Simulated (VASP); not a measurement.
Here is a VASP 6.6.1 calculation.

INCAR

```
SYSTEM = Al5BP6
  PREC = Accurate
  ENCUT = 520
  EDIFF = 1E-6
  ISMEAR = 0
  SIGMA = 0.1
  LREAL = .False.
  LASPH = .True.
  NELM = 100
  ALGO = Normal
  ISIF = 2
  LWAVE = .False.
  LCHARG = .False.
  GGA = PE
  NBANDS = 36
```

KPOINTS

```
regular mesh
0
Gamma
  2 3 3
  0 0 0
```

The input POSCAR:

```
Al5BP6
1.0
    0.0000000000      0.0000000000      6.2022657475
    6.5358541687      0.0000000000      0.0000000000
   -3.2679270844      5.6602157455      0.0000000000
Al B P
5 1 6
Direct
    0.0003261171      0.6809009671      0.0000000000
    0.0003261171      0.3190990329      0.3190990329
    0.0003261171      1.0000000000      0.6809009671
    0.5004819204      0.6666666667      0.3333333333
    0.5004819204      0.3333333333      0.6666666667
    0.4982491414      0.0000000000      0.0000000000
    0.3858851576      0.7083599790      0.0000000000
    0.3858851576      0.2916400210      0.2916400210
    0.3858851576      1.0000000000      0.7083599790
    0.8251442650      0.0000000000      0.0000000000
    0.8835044943      0.6666666667      0.3333333333
    0.8835044943      0.3333333333      0.6666666667
```

Potentials or basis: VASP PAW PBE potentials, release 64 (Al, B, P).

Command:

```console
$ cat potpaw_PBE.64/Al/POTCAR potpaw_PBE.64/B/POTCAR potpaw_PBE.64/P/POTCAR > POTCAR
$ mpirun -np 1 vasp_std > vasp.out
```

(1) What does it give for the largest force?

(2) What does it give for the pressure?

(3) Predict the band gap on the k mesh.

Answers

(1) 0.044 eV/Å.

(2) -0.1 GPa.

(3) 1.70 eV, indirect (least direct gap 1.99 eV).

Caveat: the k points lie up to 0.51 Å⁻¹ apart.
